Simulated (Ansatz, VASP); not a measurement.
**CsBr in VASP and in Ansatz**

File INCAR:

```
SYSTEM = CsBr
  PREC = Accurate
  ENCUT = 500
  EDIFF = 1E-6
  ISMEAR = -1
  SIGMA = 0.1
  LREAL = .FALSE.
  LASPH = .TRUE.
  NELM = 120
  ALGO = Normal
  ISIF = 2
  LWAVE = .FALSE.
  LCHARG = .FALSE.
  GGA = PE
  NBANDS = 15
  GGA_COMPAT = .FALSE.
```

The input KPOINTS:

```
regular mesh
0
G
  11 11 11
  0 0 0
```

POSCAR

```
CsBr
1.0
    3.2332705498      0.0000000000      0.0000000000
    0.0000000000      3.2332705498      0.0000000000
    0.0000000000      0.0000000000      3.2332705498
Cs Br
1 1
Direct
    0.0000000000      0.0000000000      0.0000000000
    0.5000000000      0.5000000000      0.5000000000
```

Input for Ansatz:

```yaml
crystal:
  lattice:
    - [3.2332705498, 0.0, 0.0]
    - [0.0, 3.2332705498, 0.0]
    - [0.0, 0.0, 3.2332705498]
  atoms:
    - { symbol: Cs, position: [0.0, 0.0, 0.0] }
    - { symbol: Br, position: [0.5, 0.5, 0.5] }
kpoints:
  mp_grid: { grid: [11, 11, 11] }
scf:
  occupations: { method: fermi_dirac, width: 0.1 }
hamiltonian:
  xc: pbe
  pseudopotentials: { kind: all_electron, datasets: crystal }
output:
  forces: true
  stress: true
  eigenvalues: true
```

Change from the starting cell: volume scaled by 0.4, crystal datasets.

Alike in both runs: task single point; functional PBE; k mesh 11 × 11 × 11; occupations fermi-dirac, width 0.1 eV; no spin polarisation.

|  | VASP | Ansatz |
| --- | --- | --- |
| version | VASP 6.6.1 | Ansatz 0.2.0 |
| potentials or method | VASP PAW PBE potentials, release 64 (Cs_sv, Br), cutoff 500 eV | all-electron PAW with datasets made for the crystal, scalar-relativistic |

VASP gave:

- pressure (GPa): 112.1

Q: Estimate Ansatz's values.

A: Pressure (GPa): 107.9.

Both programs put the cell under a high pressure, so it lies far from rest at this level. Ansatz ran all-electron here, and VASP with PAW potentials.

Neither program's run includes spin-orbit coupling. Noted on VASP's run: the cell as given lies far from equilibrium.
